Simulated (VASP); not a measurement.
# Li (P6_3/mmc) in VASP: a series of runs, part 2 of 2

VASP 6.6.1. The steps go on from the part before.

## Step 3: Single point, LDA

Input file INCAR:

```
PREC = Accurate
ENCUT = 520
EDIFF = 1E-6
ISMEAR = 0
SIGMA = 0.15
LREAL = False
LASPH = True
NELM = 60
ALGO = Normal
ISIF = 2
LWAVE = False
LCHARG = False
NBANDS = 10
```

Input file KPOINTS:

```
regular mesh
0
Gamma
  12 12 7
```

Input file POSCAR:

```
Li
1.0
    3.1110000000      0.0000000000      0.0000000000
   -1.5555000000      2.6942050300      0.0000000000
    0.0000000000      0.0000000000      5.0930000000
Li
2
Direct
    0.3333333300      0.6666666700      0.2500000000
    0.6666666700      0.3333333300      0.7500000000
```

Potentials or basis: VASP PAW LDA potentials, release 64 (Li_sv).

Run with:

```console
$ cat potpaw_LDA.64/Li_sv/POTCAR > POTCAR
$ mpirun -np 1 vasp_std > vasp.out
```

Run time: 12 s. Hardware: 1 thread of Intel Xeon 6975P-C, shared host; peak memory 0.15 GiB.

The run converged. Its results:

| Item | Value |
| --- | --- |
| Free energy | -4.0767 eV |
| Band gap on the k mesh | zero (band 3 reaches 2.54 eV, above the bottom of band 4 at -1.58 eV) |

Levels at points of the mesh, in eV from the Fermi level:
```tsv
k point	band 1	band 2	band 3	band 4	band 5	band 6
(0.00, 0.00, 0.00)	-45.72	-45.70	-3.43	-0.01	2.78	11.85
(0.50, 0.00, 0.00)	-45.70	-45.70	-0.06	0.99	4.49	5.67
```

Caveat: the cutoff is under 1.25 times the usual one of these potentials, so pressure, stress and relaxed cells hold a basis-set (Pulay) error.

## Step 4: Single point, LDA

Input file INCAR:

```
SYSTEM = Li
PREC = Accurate
ENCUT = 520
EDIFF = 1E-6
ISMEAR = 0
SIGMA = 0.1
LREAL = .False.
LASPH = .True.
NELM = 60
ALGO = Normal
ISIF = 2
LWAVE = .False.
LCHARG = .False.
NBANDS = 10
```

Input file KPOINTS:

```
Automatic mesh
0
Gamma
  12 12 7
  0 0 0
```

POSCAR is that of step 3.

Potentials or basis: VASP PAW LDA potentials, release 64 (Li_sv).

Run with:

```console
$ cat potpaw_LDA.64/Li_sv/POTCAR > POTCAR
$ mpirun -np 1 vasp_std > vasp.out
```

OUTCAR:

```text
SYSTEM = Li
   PREC = Accurate
   ENCUT = 520
   EDIFF = 1E-6
   ISMEAR = 0
   LREAL = .False.
   LASPH = .True.
   NELM = 60
   ISIF = 2

 ion  position               nearest neighbor table
   1  0.333  0.667  0.250-
   2  0.667  0.333  0.750-

  LATTYP: Found a hexagonal cell.
 ALAT       =     3.1110000000
 C/A-ratio  =     1.6370941819

  Lattice vectors:

 A1 = (   3.1110000000,   0.0000000000,   0.0000000000)
 A2 = (  -1.5555000000,   2.6942050300,   0.0000000000)
 A3 = (   0.0000000000,   0.0000000000,   5.0930000000)
[... 489 lines left out ...]
      4       1.8463      0.00000
      5       4.0561      0.00000
      6       6.4805      0.00000
      7       8.6326      0.00000
      8       9.1553      0.00000
      9      10.9654      0.00000
     10      12.4533      0.00000

 [... further k-points ...]
[... 5 lines left out ...]
  --------------------------------------------------------------------------------------
  -------------------------------------------------------------------------------------
  Total       -0.3779703     -0.3779703     -0.4842555      0.0000000      0.0000000      0.0000000
  in kB      -14.1861307    -14.1861307    -18.1752660      0.0000000      0.0000000      0.0000000
  external PRESSURE =     -15.5158425 kB  Pullay stress =       0.0000000 kB

 VOLUME and BASIS-vectors are now :
 -----------------------------------------------------------------------------
  energy-cutoff  :      520.00
  volume of cell :       42.69
      direct lattice vectors                 reciprocal lattice vectors
     3.111000000  0.000000000  0.000000000     0.321440051  0.185583500  0.000000000
    -1.555500000  2.694205030  0.000000000     0.000000000  0.371167001  0.000000000
     0.000000000  0.000000000  5.093000000     0.000000000  0.000000000  0.196347929

 POSITION                                       TOTAL-FORCE (eV/Angst)
 -----------------------------------------------------------------------------------
     -0.00000      1.79614      1.27325         0.000000     -0.000000      0.000000
      1.55550      0.89807      3.81975        -0.000000      0.000000      0.000000
 -----------------------------------------------------------------------------------
    total drift:                               -0.000002      0.000001      0.000000

  FREE ENERGIE OF THE ION-ELECTRON SYSTEM (eV)
  ---------------------------------------------------
  free  energy   TOTEN  =        -4.0735444875 eV

  energy  without entropy=       -4.0685310985  energy(sigma->0) =       -4.07103779
```

OSZICAR:

```text
N       E                     dE             d eps       ncg     rms          rms(c)
DAV:   1     0.165773910996E+02    0.16577E+02   -0.31433E+03  1520   0.555E+02
DAV:   2    -0.127126830858E+01   -0.17849E+02   -0.17401E+02  2000   0.106E+02
DAV:   3    -0.401914129567E+01   -0.27479E+01   -0.27263E+01  2480   0.323E+01
DAV:   4    -0.407606043464E+01   -0.56919E-01   -0.56867E-01  1978   0.517E+00
DAV:   5    -0.407689105260E+01   -0.83062E-03   -0.83059E-03  2050   0.556E-01    0.360E-01
DAV:   6    -0.407466373156E+01    0.22273E-02   -0.96068E-04  2826   0.148E-01    0.200E-01
DAV:   7    -0.407353657088E+01    0.11272E-02   -0.14739E-03  2946   0.189E-01    0.353E-02
DAV:   8    -0.407354394636E+01   -0.73755E-05   -0.59746E-05  1746   0.751E-02    0.327E-03
DAV:   9    -0.407354448753E+01   -0.54117E-06   -0.17370E-06  2042   0.901E-03
   1 F= -.40735445E+01 E0= -.40710378E+01  d E =-.501339E-02
```

It took 14 s on 1 thread of Intel Xeon 6975P-C, shared host; peak memory 0.15 GiB.

What came out:

* Free energy: -4.0735 eV
* Band gap on the k mesh: zero (band 3 reaches 2.54 eV, above the bottom of band 4 at -1.58 eV)

Caveat: the cutoff is under 1.25 times the usual one of these potentials, so pressure, stress and relaxed cells hold a basis-set (Pulay) error.

## Step 5: Single point, LDA

Input file INCAR:

```
PREC     = Accurate       # precision mode
ENCUT    = 520            # plane-wave cutoff, eV
EDIFF    = 1E-7           # SCF threshold, eV
ISMEAR   = 0              # smearing method
SIGMA    = 0.05           # smearing width, eV
LREAL    = False          # projectors in reciprocal space
LASPH    = True           # aspherical terms in the spheres
NELM     = 100            # most SCF steps
ALGO     = Normal         # electronic algorithm
ISIF     = 2              # what is computed and relaxed
LWAVE    = False          # write WAVECAR
LCHARG   = True           # write CHGCAR
GGA      = CA             # functional
LELF     = True           # ELF
LVHAR    = True         
NBANDS   = 10             # bands
```

Input file KPOINTS:

```
regular mesh
0
Gamma
  12 12 7
```

POSCAR is that of step 4.

Run with:

```console
$ cat potpaw_LDA.64/Li_sv/POTCAR > POTCAR
$ mpirun -np 1 vasp_std > vasp.out
```

Run time: 13 s. Hardware: 1 thread of Intel Xeon 6975P-C, shared host; peak memory 0.15 GiB.

It converged, with:

- Free energy: -4.0716 eV
- Band gap on the k mesh: zero (band 3 reaches 2.54 eV, above the bottom of band 4 at -1.58 eV)

Levels at points of the mesh, in eV from the Fermi level:
```
           k point  band 1  band 2  band 3  band 4  band 5  band 6  band 7
(0.00, 0.00, 0.00)  -45.73  -45.71   -3.44   -0.02    2.77   11.84   11.84
(0.50, 0.00, 0.00)  -45.71  -45.71   -0.07    0.98    4.48    5.66    5.94
```

Caveat: the cutoff is under 1.25 times the usual one of these potentials, so pressure, stress and relaxed cells hold a basis-set (Pulay) error.

## Step 6: Single point, LDA

Input file INCAR:

```
SYSTEM = Li
PREC = Accurate
ENCUT = 520
EDIFF = 1E-7
ISMEAR = 0
SIGMA = 0.025
LREAL = .False.
LASPH = .True.
NELM = 60
ALGO = Normal
ISIF = 2
LWAVE = .False.
LCHARG = .False.
NBANDS = 10
```

Input file KPOINTS:

```
Automatic mesh
0
Gamma
  12 12 7
  0 0 0
```

POSCAR is that of step 5.

Potentials or basis: VASP PAW LDA potentials, release 64 (Li_sv).

Run with:

```console
$ cat potpaw_LDA.64/Li_sv/POTCAR > POTCAR
$ mpirun -np 1 vasp_std > vasp.out
```

OUTCAR:

```text
SYSTEM = Li
   PREC = Accurate
   ENCUT = 520
   EDIFF = 1E-7
   ISMEAR = 0
   LREAL = .False.
   LASPH = .True.
   NELM = 60
   ISIF = 2

 ion  position               nearest neighbor table
   1  0.333  0.667  0.250-
   2  0.667  0.333  0.750-

  LATTYP: Found a hexagonal cell.
 ALAT       =     3.1110000000
 C/A-ratio  =     1.6370941819

  Lattice vectors:

 A1 = (   3.1110000000,   0.0000000000,   0.0000000000)
 A2 = (  -1.5555000000,   2.6942050300,   0.0000000000)
 A3 = (   0.0000000000,   0.0000000000,   5.0930000000)
[... 489 lines left out ...]
      4       1.8464      0.00000
      5       4.0562      0.00000
      6       6.4806      0.00000
      7       8.6327      0.00000
      8       9.1553      0.00000
      9      10.9654      0.00000
     10      12.4532      0.00000

 [... further k-points ...]
[... 5 lines left out ...]
  --------------------------------------------------------------------------------------
  -------------------------------------------------------------------------------------
  Total       -0.3739161     -0.3739161     -0.4998419      0.0000000      0.0000000      0.0000000
  in kB      -14.0339665    -14.0339665    -18.7602621      0.0000000      0.0000000      0.0000000
  external PRESSURE =     -15.6093984 kB  Pullay stress =       0.0000000 kB

 VOLUME and BASIS-vectors are now :
 -----------------------------------------------------------------------------
  energy-cutoff  :      520.00
  volume of cell :       42.69
      direct lattice vectors                 reciprocal lattice vectors
     3.111000000  0.000000000  0.000000000     0.321440051  0.185583500  0.000000000
    -1.555500000  2.694205030  0.000000000     0.000000000  0.371167001  0.000000000
     0.000000000  0.000000000  5.093000000     0.000000000  0.000000000  0.196347929

 POSITION                                       TOTAL-FORCE (eV/Angst)
 -----------------------------------------------------------------------------------
     -0.00000      1.79614      1.27325         0.000000      0.000000      0.000000
      1.55550      0.89807      3.81975        -0.000000     -0.000000      0.000000
 -----------------------------------------------------------------------------------
    total drift:                               -0.000002      0.000001      0.000000

  FREE ENERGIE OF THE ION-ELECTRON SYSTEM (eV)
  ---------------------------------------------------
  free  energy   TOTEN  =        -4.0710515905 eV

  energy  without entropy=       -4.0705641516  energy(sigma->0) =       -4.07080787
```

OSZICAR:

```text
N       E                     dE             d eps       ncg     rms          rms(c)
DAV:   1     0.165802234834E+02    0.16580E+02   -0.31433E+03  1520   0.555E+02
DAV:   2    -0.126766510411E+01   -0.17848E+02   -0.17405E+02  2000   0.106E+02
DAV:   3    -0.401666916178E+01   -0.27490E+01   -0.27219E+01  2480   0.323E+01
DAV:   4    -0.407355790661E+01   -0.56889E-01   -0.56841E-01  1978   0.517E+00
DAV:   5    -0.407438897410E+01   -0.83107E-03   -0.83104E-03  2050   0.557E-01    0.359E-01
DAV:   6    -0.407216701691E+01    0.22220E-02   -0.95992E-04  2826   0.148E-01    0.199E-01
DAV:   7    -0.407104352978E+01    0.11235E-02   -0.14720E-03  2946   0.189E-01    0.353E-02
DAV:   8    -0.407105095975E+01   -0.74300E-05   -0.59630E-05  1754   0.750E-02    0.326E-03
DAV:   9    -0.407105151053E+01   -0.55078E-06   -0.17368E-06  2236   0.896E-03    0.759E-04
DAV:  10    -0.407105159053E+01   -0.80001E-07   -0.29763E-08  1366   0.117E-03
   1 F= -.40710516E+01 E0= -.40708079E+01  d E =-.487439E-03
```

Wall time 12 s (1 thread of Intel Xeon 6975P-C, shared host); peak memory 0.15 GiB.

What came out:

| Item | Value |
| --- | --- |
| Free energy | -4.0711 eV |
| Band gap on the k mesh | zero (band 3 reaches 2.54 eV, above the bottom of band 4 at -1.58 eV) |

Caveat: the cutoff is under 1.25 times the usual one of these potentials, so pressure, stress and relaxed cells hold a basis-set (Pulay) error.

## Step 7: The runs side by side

```csv
smearing,gap on the mesh (eV)
gaussian 0.25 eV,none
gaussian 0.15 eV,none
gaussian 0.1 eV,none
gaussian 0.05 eV,none
gaussian 0.025 eV,none
```

Alike in all rows: task single point; level LDA; potentials or basis VASP PAW LDA potentials, release 64 (Li_sv); no spin polarisation; cell as given; k mesh 12 × 12 × 7; cutoff (eV) 520.

Every run on the cell as given and a fine mesh finds a metal.

Caveats: the cutoff is under 1.25 times the usual one of these potentials, so pressure, stress and relaxed cells hold a basis-set (Pulay) error.

Absolute energies hang on the potentials; compare differences alone.
